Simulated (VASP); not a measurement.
A run of VASP 6.6.1:

The input INCAR:

```
  PREC = Accurate
  ENCUT = 520
  EDIFF = 1E-6
  ISMEAR = 0
  SIGMA = 0.1
  LREAL = F
  LASPH = T
  NELM = 80
  ALGO = Normal
  ISIF = 2
  LWAVE = F
  LCHARG = T
  LELF = T
  LVHAR = T
  NBANDS = 17
```

File KPOINTS:

```
Automatic mesh
0
Gamma
  7 7 7
```

The input POSCAR:

```
TePb
1.0
    4.0022870000      0.0000000000      0.0000000000
    0.0000000000      4.0022870000      0.0000000000
    0.0000000000      0.0000000000      4.0022870000
Pb Te
1 1
Direct
    0.0000000000      0.0000000000      0.0000000000
    0.5000000000      0.5000000000      0.5000000000
```

Potentials or basis: VASP PAW LDA potentials, release 64 (Pb_d, Te).

Launch:

```bash
$ cat potpaw_LDA.64/Pb_d/POTCAR potpaw_LDA.64/Te/POTCAR > POTCAR
$ mpirun -np 1 vasp_std > vasp.out
```

Hardware: 1 thread of Intel(R) Xeon(R) Platinum 8488C (Sapphire Rapids), on a shared host.

Task: How long does it take, and how much memory?

Result: Wall time 17 s on 1 thread of Intel(R) Xeon(R) Platinum 8488C (Sapphire Rapids), on a shared host, peak memory 0.16 GiB. Counts: scf iterations 13, k points 20.
